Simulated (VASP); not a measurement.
Wanted: the native input for a VASP 6.6.1 run.

```
Task                   : single point
Functional             : PBEsol
Potentials or basis    : VASP PAW PBE potentials, release 64 (Si, C)
Cutoff                 : 520 eV
k mesh                 : 15 × 15 × 8
Occupations            : fermi-dirac, width 0.08 eV
Spin                   : no spin polarisation
Dipole correction      : no
Further INCAR settings : ALGO = Normal; EDIFF = 1e-07; NBANDS = 16
```

The structure of SiC lies in POSCAR:

```
SiC
1.0
    3.0759982064      0.0000000000      0.0000000000
   -1.5379991032      2.6638925888      0.0000000000
    0.0000000000      0.0000000000      4.9470400000
Si C
2 2
Direct
    0.3333333333      0.6666666667      0.0000000000
    0.6666666667      0.3333333333      0.5000000000
    0.3333333333      0.6666666667      0.3850000000
    0.6666666667      0.3333333333      0.8850000000
```

This cell differs from its parent crystal: zz strain of -2 %.

The input as run:

INCAR

```
SYSTEM = SiC
PREC     = Accurate       ! precision mode
ENCUT    = 520            ! plane-wave cutoff, eV
EDIFF    = 1E-7           ! SCF threshold, eV
ISMEAR   = -1             ! smearing method
SIGMA    = 0.08           ! smearing width, eV
LREAL    = .FALSE.        ! projectors in reciprocal space
LASPH    = .TRUE.         ! aspherical terms in the spheres
NELM     = 100            ! most SCF steps
ALGO     = Normal         ! electronic algorithm
ISIF     = 2              ! what is computed and relaxed
LWAVE    = .FALSE.        ! write WAVECAR
LCHARG   = .FALSE.        ! write CHGCAR
GGA      = PS             ! functional
NBANDS   = 16             ! bands
```

KPOINTS

```
regular mesh
0
G
  15 15 8
  0 0 0
```

Potentials or basis: VASP PAW PBE potentials, release 64 (Si, C).

The run is started by

```sh
$ cat potpaw_PBE.64/Si/POTCAR potpaw_PBE.64/C/POTCAR > POTCAR
$ mpirun -np 1 vasp_std > vasp.out
```

It gave:

```yaml
Pressure: 4.9 GPa
Largest_force: 0.584 eV/Å
Band_gap_on_the_k_mesh: 2.09 eV, indirect (least direct gap 3.81 eV)
```

Caveat: the cell differs from its parent crystal (zz strain of -2 %); the PAW data sets were made with another functional, which shifts forces and pressure a little.

Wall time 24 s on 1 thread of Intel(R) Xeon(R) 6975P-C (Granite Rapids) (shared host), peak memory 0.2 GiB.
